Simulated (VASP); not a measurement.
Wanted: the native input for a VASP 6.6.1 run.

| Property | Result |
| --- | --- |
| Task | single point |
| Functional | PBEsol |
| Dispersion | D3(BJ) |
| Potentials or basis | VASP PAW PBE potentials, release 64 (W_sv, S) |
| Cutoff | 500 eV |
| k mesh | 9 × 9 × 2 |
| Occupations | methfessel-paxton, width 0.1 eV |
| Spin | no spin polarisation |
| Dipole correction | no |
| Further INCAR settings | ALGO = Normal; EDIFF = 1e-06; NBANDS = 35 |

The structure of WS2 lies in POSCAR:

```
WS2
1.0
    3.1800000000      0.0000000000      0.0000000000
   -1.5900000000      2.7539607800      0.0000000000
    0.0000000000      0.0000000000     12.5000000000
W S
2 4
Direct
    0.3333333300      0.6666666700      0.2500000000
    0.6666666700      0.3333333300      0.7500000000
    0.3333333300      0.6666666700      0.6250000000
    0.6666666700      0.3333333300      0.1250000000
    0.3333333300      0.6666666700      0.8750000000
    0.6666666700      0.3333333300      0.3750000000
```

The input as run:

INCAR

```
PREC     = Accurate       # precision mode
ENCUT    = 500            # plane-wave cutoff, eV
EDIFF    = 1E-6           # SCF threshold, eV
ISMEAR   = 1              # smearing method
SIGMA    = 0.1            # smearing width, eV
LREAL    = False          # projectors in reciprocal space
LASPH    = True           # aspherical terms in the spheres
NELM     = 120            # most SCF steps
ALGO     = Normal         # electronic algorithm
ISIF     = 2              # what is computed and relaxed
LWAVE    = False          # write WAVECAR
LCHARG   = True           # write CHGCAR
GGA      = PS             # functional
IVDW     = 12             # dispersion correction
LELF     = True           # ELF
LVHAR    = True         
NBANDS   = 35             # bands
GGA_COMPAT= False
```

KPOINTS

```
regular mesh
0
Gamma
  9 9 2
```

Potentials or basis: VASP PAW PBE potentials, release 64 (W_sv, S).

Run with:

```bash
$ cat potpaw_PBE.64/W_sv/POTCAR potpaw_PBE.64/S/POTCAR > POTCAR
$ mpirun -np 1 vasp_std > vasp.out
```

Results of the run:

- Pressure: -6.0 GPa
- Largest force: 0.116 eV/Å
- Band gap on the k mesh: 1.12 eV (least direct gap 1.73 eV)
- Dispersion energy per atom: -0.373 eV

Caveat: the cell stands under tension; the PAW data sets were made with another functional, which shifts forces and pressure a little; spin-orbit coupling is left out, which moves the levels of the heavy elements.

It took 65 s on 1 thread of AMD EPYC 9R14 (Zen 4), on a shared host, peak memory 0.23 GiB.
